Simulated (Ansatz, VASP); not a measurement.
**Au: VASP beside Ansatz**

Contents of INCAR:

```
PREC     = Accurate       # precision mode
ENCUT    = 520            # plane-wave cutoff, eV
EDIFF    = 1E-8           # SCF threshold, eV
ISMEAR   = -1             # smearing method
SIGMA    = 0.03           # smearing width, eV
LREAL    = F              # projectors in reciprocal space
LASPH    = T              # aspherical terms in the spheres
NELM     = 100            # most SCF steps
ALGO     = Normal         # electronic algorithm
ISIF     = 2              # what is computed and relaxed
LWAVE    = F              # write WAVECAR
LCHARG   = F              # write CHGCAR
LEFG     = T            
NBANDS   = 18             # bands
```

Contents of KPOINTS:

```
Automatic mesh
0
Gamma
  14 14 8
```

Contents of POSCAR:

```
Au
1.0
    2.8999984104      0.0000000000      0.0000000000
   -1.4499992052      2.5114722944      0.0000000000
    0.0000000000      0.0000000000      4.8800000000
Au
2
Direct
    0.3333333333      0.6666666667      0.7500000000
    0.6666666667      0.3333333333      0.2500000000
```

Input for Ansatz:

```yaml
crystal:
  lattice:
    - [2.8999984104, 0.0, 0.0]
    - [-1.4499992052, 2.5114722944, 0.0]
    - [0.0, 0.0, 4.88]
  atoms:
    - { symbol: Au, position: [0.3333333333, 0.6666666667, 0.75] }
    - { symbol: Au, position: [0.6666666667, 0.3333333333, 0.25] }
kpoints:
  mp_grid: { grid: [14, 14, 8] }
  band_path:
    path:
      - [0.0, 0.0, 0.0]
      - [0.5, 0.0, 0.0]
      - [0.3333333333, 0.3333333333, 0.0]
      - [0.0, 0.0, 0.0]
      - [0.0, 0.0, 0.5]
      - [0.5, 0.0, 0.5]
      - [0.3333333333, 0.3333333333, 0.5]
      - [0.0, 0.0, 0.5]
      - [0.5, 0.0, 0.5]
    npoints: 8
scf:
  occupations: { method: fermi_dirac, width: 0.03 }
hamiltonian:
  xc: lda
  pseudopotentials: { kind: all_electron, datasets: crystal }
output:
  forces: true
  stress: true
  eigenvalues: true
  efg: { contact_densities: true }
```

Alike in both runs: task electric field gradients; functional LDA; k mesh 14 × 14 × 8; occupations fermi-dirac, width 0.03 eV; no spin polarisation.

|  | VASP | Ansatz |
| --- | --- | --- |
| version | VASP 6.6.1 | Ansatz 0.2.0 |
| potentials or method | VASP PAW LDA potentials, release 64 (Au), cutoff 520 eV | all-electron PAW with datasets made for the crystal, scalar-relativistic |

VASP gave:

| Quantity | Value |
| --- | --- |
| pressure (GPa) | -10.3 |
| traceless stress, the component that is largest in VASP (GPa) | -0.04 |
| size of Vzz on the site where it differs most (V/Å²) | 23.0 |

Problem. What did Ansatz give for the same quantities?

Solution. Pressure (GPa): -10.7; traceless stress, the component that is largest in VASP (GPa): 0.09; size of Vzz on the site where it differs most (V/Å²): 10.3.

LDA's correlation is that of Perdew and Zunger in VASP and of Perdew and Wang (1992) in Ansatz. Ansatz ran all-electron here, and VASP with PAW potentials.

Spin-orbit coupling is off throughout.
